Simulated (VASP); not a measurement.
# LiSi2B3 (P6/mmm) in VASP: notebook

The runs below take LiSi2B3 through single point, with PBE.

All numbers are computed with VASP 6.6.1; they aren't measurements. Logs are shortened: lines on timing, memory, paths and dates and some standing lists are left out, and cuts for length are marked.

**1. The cell of the first run**

It takes space group P6/mmm (No. 191, hexagonal). Conventional cell: a = 3.451 Å, b = 3.451 Å, c = 6.092 Å, α = 90.00°, β = 90.00°, γ = 120.00°. Li (site symmetry 6/mmm) has 2 B at 1.48 Å and 6 Si at 1.99 Å within 2.0 Å. Si (site symmetry -6m2) has 3 Li at 1.99 Å and 3 Si at 1.99 Å and 6 B at 2.48 Å within 2.6 Å. Within 2.0 Å of B (site symmetry 6mm) lie 1 Li at 1.48 Å and 1 B at 1.56 Å. Within 2.1 Å of B (site symmetry 6/mmm) lie 2 B at 1.56 Å.

The cell was built from a structure type or drawn by symmetry, and may not be a known phase.

**2. Single point, PBE**

The input, INCAR:

```
SYSTEM = LiSi2B3
PREC     = Accurate       ! precision mode
ENCUT    = 750            ! plane-wave cutoff, eV
EDIFF    = 1E-6           ! SCF threshold, eV
ISMEAR   = 0              ! smearing method
SIGMA    = 0.1            ! smearing width, eV
LREAL    = .False.        ! projectors in reciprocal space
LASPH    = .True.         ! aspherical terms in the spheres
NELM     = 120            ! most SCF steps
ALGO     = Normal         ! electronic algorithm
ISIF     = 2              ! what is computed and relaxed
LWAVE    = .False.        ! write WAVECAR
LCHARG   = .True.         ! write CHGCAR
GGA      = PE             ! functional
LELF     = .True.         ! ELF
LVHAR    = .True.       
NBANDS   = 19             ! bands
GGA_COMPAT= .False.
```

The input, KPOINTS:

```
Automatic mesh
0
Gamma
  6 6 4
  0 0 0
```

The input, POSCAR:

```
LiSi2B3
1.0
    3.4505023500      0.0000000000      0.0000000000
   -1.7252511700      2.9882226900      0.0000000000
    0.0000000000      0.0000000000      6.0919979200
Li Si B
1 2 3
Direct
    0.0000000000      0.0000000000      0.5000000000
    0.3333333300      0.6666666700      0.5000000000
    0.6666666700      0.3333333300      0.5000000000
    0.0000000000      0.0000000000      0.7432735700
    0.0000000000      0.0000000000      0.2567264300
    0.0000000000      0.0000000000      0.0000000000
```

Potentials or basis: VASP PAW PBE potentials, release 64 (Li_sv, Si, B).

Launch:

```bash
$ cat potpaw_PBE.64/Li_sv/POTCAR potpaw_PBE.64/Si/POTCAR potpaw_PBE.64/B/POTCAR > POTCAR
$ mpirun -np 1 vasp_std > vasp.out
```

OUTCAR:

```text
SYSTEM = LiSi2B3
   PREC = Accurate
   ENCUT = 750
   EDIFF = 1E-6
   ISMEAR = 0
   LREAL = .False.
   LASPH = .True.
   NELM = 120
   ISIF = 2
   GGA = PE

 ion  position               nearest neighbor table
   1  0.000  0.000  0.500-   4 1.48   5 1.48   2 1.99   3 1.99   2 1.99   3 1.99   3 1.99   2 1.99

   2  0.333  0.667  0.500-   1 1.99   3 1.99   3 1.99   1 1.99   1 1.99   3 1.99   4 2.48   5 2.48
                             5 2.48   4 2.48   5 2.48   4 2.48
   3  0.667  0.333  0.500-   1 1.99   2 1.99   2 1.99   1 1.99   1 1.99   2 1.99   4 2.48   5 2.48
                             4 2.48   5 2.48   4 2.48   5 2.48
   4  0.000  0.000  0.743-   1 1.48   6 1.56   3 2.48   2 2.48   2 2.48   3 2.48   3 2.48   2 2.48

   5  0.000  0.000  0.257-   1 1.48   6 1.56   3 2.48   2 2.48   2 2.48   3 2.48   3 2.48   2 2.48

   6  0.000  0.000  0.000-   4 1.56   5 1.56

  LATTYP: Found a hexagonal cell.
 ALAT       =     3.4505023500
 C/A-ratio  =     1.7655394207

  Lattice vectors:

 A1 = (   3.4505023500,   0.0000000000,   0.0000000000)
 A2 = (  -1.7252511700,   2.9882226900,   0.0000000000)
 A3 = (   0.0000000000,   0.0000000000,   6.0919979200)

Analysis of symmetry for initial positions (statically):
=====================================================================
 Subroutine PRICEL returns:
 Original cell was already a primitive cell.

 Routine SETGRP: Setting up the symmetry group for a
 hexagonal supercell.

 Subroutine GETGRP returns: Found 24 space group operations
 (whereof 24 operations were pure point group operations)
 out of a pool of 24 trial point group operations.

The static configuration has the point symmetry D_6h.

Analysis of symmetry for dynamics (positions and initial velocities):
=====================================================================
 Subroutine PRICEL returns:
 Original cell was already a primitive cell.

 Routine SETGRP: Setting up the symmetry group for a
 hexagonal supercell.

 Subroutine GETGRP returns: Found 24 space group operations
 (whereof 24 operations were pure point group operations)
 out of a pool of 24 trial point group operations.

The dynamic configuration has the point symmetry D_6h.

 Subroutine INISYM returns: Found 24 space group operations
 (whereof 24 operations are pure point group operations),
 and found     1 'primitive' translations

[... 101 lines left out ...]
   NSW    =      0    number of steps for IOM
   IBRION =     -1    ionic relax: 0-MD 1-quasi-New 2-CG
   NFREE  =      0    steps in history (QN), initial steepest desc. (CG)
   ISIF   =      2    stress and relaxation
   ISYM   =      2    0-nonsym 1-usesym 2-fastsym
   POTIM  = 0.5000    time-step for ionic-motion
   TEBEG  =    0.0;   TEEND  =   0.0 temperature during run
   PSTRESS=    0.0 pullay stress
   NELECT =      20.0000    total number of electrons
   NUPDOWN=      -1.0000    fix difference up-down
   EMIN   =  10.00;   EMAX   =-10.00  energy-range for DOS
   EFERMI =   0.00;   METHOD = LEGACY
   ISMEAR =     0;   SIGMA  =   0.10  broadening in eV -4-tet -1-fermi 0-gaus
   EFERMI_NEDOS =   21; number of points for ismear=-14 and -15
   IALGO  =     38    algorithm
   IMIX   =      4    mixing-type and parameters
     AMIX     =   0.40;   BMIX     =  1.00
     AMIX_MAG =   1.60;   BMIX_MAG =  1.00
  volume/ion in A,a.u.               =      10.47        70.65
  Fermi-wavevector in a.u.,A,eV,Ry     =   1.117892  2.112509 17.002961  1.249682
  Thomas-Fermi vector in A             =   2.254519
   LORBIT       =      0    0 simple, 1 ext, 2 COOP (PROOUT), +10 PAW based schemes
   GGA     = PE    functional components
   LHFCALC =     F    Hartree Fock is set to
   AEXX    =    0.0000 exact exchange contribution
   IVDW    =     0    specifies the selected vdW correction
   LEPSILON=     F    determine dielectric tensor
   LRPA    =     F    only Hartree local field effects (RPA)
 non-spin polarized calculation
 Gauss-broadening in eV      SIGMA  =   0.10
  energy-cutoff  :      750.00
  volume of cell :       62.81
 maximum number of plane-waves:      2964
 NGX is ok and might be reduce to    32
   NGX = 15   NGY = 15   NGZ = 27

 number of electron      20.0000001 magnetization

 Free energy of the ion-electron system (eV)
  ---------------------------------------------------
  ext. energy  EPLUGINS =         0.00000000
  ---------------------------------------------------
  free energy    TOTEN  =       -17.60097115 eV

  energy without entropy =      -17.58487373  energy(sigma->0) =      -17.59292244

 E-fermi :   6.2890     XC(G=0): -10.4116

 val. band max:        6.2564613576   @ k =   0.3333   0.1667   0.0000
 cond. band min:       6.3358304519   @ k =   0.1667   0.1667   0.2500
 fundamental gap:      0.0793690943
 Fermi energy:         6.2889917595

 k-point     1 :       0.0000    0.0000    0.0000
  band No.  band energies     occupation
      1     -40.4764      2.00000
      2      -8.2382      2.00000
      3      -3.4293      2.00000
      4      -2.1690      2.00000
      5       2.6718      2.00000
      6       3.1125      2.00000
[... 439 lines left out ...]
      6       1.9901      2.00000
[... 11 lines left out ...]
     18      14.9547      0.00000
     19      16.1343      0.00000

------------------------ aborting loop because EDIFF is reached ----------------------------------------

  FORCE on cell =-STRESS in cart. coord.  units (eV):
  Direction    XX          YY          ZZ          XY          YZ          ZX
  --------------------------------------------------------------------------------------
  -------------------------------------------------------------------------------------
  Total       27.8869974     27.8869974     15.4802176      0.0000000     -0.0000000      0.0000000
  in kB      711.3073651    711.3073647    394.8504252      0.0000012     -0.0000000      0.0000000
  external PRESSURE =     605.8217183 kB  Pullay stress =       0.0000000 kB

 VOLUME and BASIS-vectors are now :
 -----------------------------------------------------------------------------
  energy-cutoff  :      750.00
  volume of cell :       62.81
      direct lattice vectors                 reciprocal lattice vectors
     3.450502350  0.000000000  0.000000000     0.289812873  0.167323540  0.000000000
    -1.725251170  2.988222690  0.000000000     0.000000000  0.334647081  0.000000000
     0.000000000  0.000000000  6.091997920     0.000000000  0.000000000  0.164149761

 POSITION                                       TOTAL-FORCE (eV/Angst)
 -----------------------------------------------------------------------------------
      0.00000      0.00000      3.04600         0.000000      0.000000      0.000000
     -0.00000      1.99215      3.04600         0.000000      0.000000      0.000000
      1.72525      0.99607      3.04600        -0.000000      0.000000      0.000000
      0.00000      0.00000      4.52802        -0.000000      0.000000      4.844391
      0.00000      0.00000      1.56398         0.000000     -0.000000     -4.844391
      0.00000      0.00000      0.00000         0.000000      0.000000      0.000000
 -----------------------------------------------------------------------------------
    total drift:                                0.000000     -0.000000     -0.000000

  FREE ENERGIE OF THE ION-ELECTRON SYSTEM (eV)
  ---------------------------------------------------
  free  energy   TOTEN  =       -17.6009711483 eV

  energy  without entropy=      -17.5848737300  energy(sigma->0) =      -17.59292244
```

OSZICAR:

```text
N       E                     dE             d eps       ncg     rms          rms(c)
DAV:   1     0.951965518834E+02    0.95197E+02   -0.11362E+04   798   0.132E+03
DAV:   2    -0.115341437125E+02   -0.10673E+03   -0.10196E+03  1043   0.242E+02
DAV:   3    -0.211714665790E+02   -0.96373E+01   -0.93318E+01  1467   0.487E+01
DAV:   4    -0.214686345692E+02   -0.29717E+00   -0.29604E+00  1038   0.899E+00
DAV:   5    -0.214804825569E+02   -0.11848E-01   -0.11844E-01  1184   0.150E+00    0.135E+01
DAV:   6    -0.183830943598E+02    0.30974E+01   -0.17558E+01   998   0.137E+01    0.692E+00
DAV:   7    -0.177388169980E+02    0.64428E+00   -0.41958E+00   972   0.856E+00    0.450E+00
DAV:   8    -0.175901293459E+02    0.14869E+00   -0.12454E+00   943   0.589E+00    0.794E-01
DAV:   9    -0.175956594355E+02   -0.55301E-02   -0.39601E-02  1000   0.127E+00    0.450E-01
DAV:  10    -0.175998015979E+02   -0.41422E-02   -0.93727E-03  1080   0.706E-01    0.205E-01
DAV:  11    -0.176009444056E+02   -0.11428E-02   -0.20793E-03   939   0.382E-01    0.687E-02
DAV:  12    -0.176009645142E+02   -0.20109E-04   -0.18348E-04  1165   0.971E-02    0.316E-02
DAV:  13    -0.176009717259E+02   -0.72117E-05   -0.46853E-05  1101   0.519E-02    0.752E-03
DAV:  14    -0.176009711483E+02    0.57755E-06   -0.29509E-06   958   0.109E-02
   1 F= -.17600971E+02 E0= -.17592922E+02  d E =-.160974E-01
```

Run time: 22 s. Hardware: 1 thread of Intel Xeon 6975P-C (Granite Rapids), shared host; peak memory 0.23 GiB.

What came out:

```
Free energy            : -17.6010 eV
Pressure               : 60.6 GPa
Largest force          : 4.844 eV/Å
Band gap on the k mesh : zero (bands 10 and 11 overlap by 2.71 eV)
```

Forces on the atoms (eV/Å):
```
Li   0.000  0.000  0.000
Si   0.000  0.000  0.000
Si   0.000  0.000  0.000
B    0.000  0.000  4.844
B    0.000  0.000 -4.844
B    0.000  0.000  0.000
```

Stress tensor (GPa, compression positive):
```
71.13  0.00  0.00
 0.00 71.13  0.00
 0.00  0.00 39.49
```

Caveat: atoms lie so close that the PAW spheres overlap strongly, which falsifies energies and pressures; the cell stands under pressure; forces of over 1 eV/Å act on the atoms, so gaps and moduli don't describe the material at rest.

**3. Single point, PBE**

This run uses another cell than the first one, of 17.69 Å³/atom.

The input, INCAR:

```
SYSTEM = LiSi2B3
PREC = Accurate
ENCUT = 750
EDIFF = 1E-6
ISMEAR = 0
SIGMA = 0.1
LREAL = .False.
LASPH = .True.
NELM = 120
ALGO = Normal
ISIF = 2
LWAVE = .False.
LCHARG = .False.
GGA = PE
NBANDS = 19
GGA_COMPAT = .False.
```

KPOINTS is that of step 2.

The input, POSCAR:

```
LiSi2B3
1.0
    4.1808993355     -0.0000000035      0.0000000000
   -2.0904496647      3.6207650369      0.0000000000
    0.0000000000      0.0000000000      7.0113910717
Li Si B
1 2 3
Direct
    0.0000000000      0.0000000000      0.5000000000
    0.3333333333      0.6666666667      0.5000000000
    0.6666666667      0.3333333333      0.5000000000
    0.0000000000      0.0000000000      0.7763842941
    0.0000000000      0.0000000000      0.2236157059
    0.0000000000      0.0000000000      0.0000000000
```

Potentials or basis: VASP PAW PBE potentials, release 64 (Li_sv, Si, B).

Launch:

```bash
$ cat potpaw_PBE.64/Li_sv/POTCAR potpaw_PBE.64/Si/POTCAR potpaw_PBE.64/B/POTCAR > POTCAR
$ mpirun -np 1 vasp_std > vasp.out
```

Run time: 41 s. Hardware: 1 thread of Intel Xeon 6975P-C (Granite Rapids), shared host; peak memory 0.31 GiB.

Results (log left out):

```
Free energy            : -23.6117 eV
Pressure               : 0.1 GPa
Largest force          : 0.004 eV/Å
Band gap on the k mesh : zero (bands 10 and 11 overlap by 1.66 eV)
```

Forces in eV/Å, atoms in the order of the input:
```
Li   0.000  0.000  0.000
Si   0.000  0.000  0.000
Si   0.000  0.000  0.000
B    0.000  0.000 -0.004
B    0.000  0.000  0.004
B    0.000  0.000  0.000
```

Stress tensor (GPa, compression positive):
```
0.06 0.00 0.00
0.00 0.06 0.00
0.00 0.00 0.27
```

Levels at points of the mesh, in eV from the Fermi level:
| k point | band 7 | band 8 | band 9 | band 10 | band 11 | band 12 | band 13 | band 14 |
| --- | --- | --- | --- | --- | --- | --- | --- | --- |
| (0.00, 0.00, 0.00) | -2.23 | -0.96 | -0.96 | -0.64 | -0.40 | 1.52 | 1.52 | 2.34 |
| (0.50, 0.00, 0.00) | -2.21 | -1.89 | -1.76 | -1.06 | 0.34 | 1.57 | 2.11 | 2.68 |
| (0.00, 0.00, 0.50) | -2.23 | -0.64 | -0.61 | -0.61 | 0.23 | 0.23 | 0.43 | 2.08 |
| (0.50, 0.00, 0.50) | -2.79 | -2.73 | -1.35 | -0.25 | 0.89 | 1.66 | 1.99 | 2.92 |
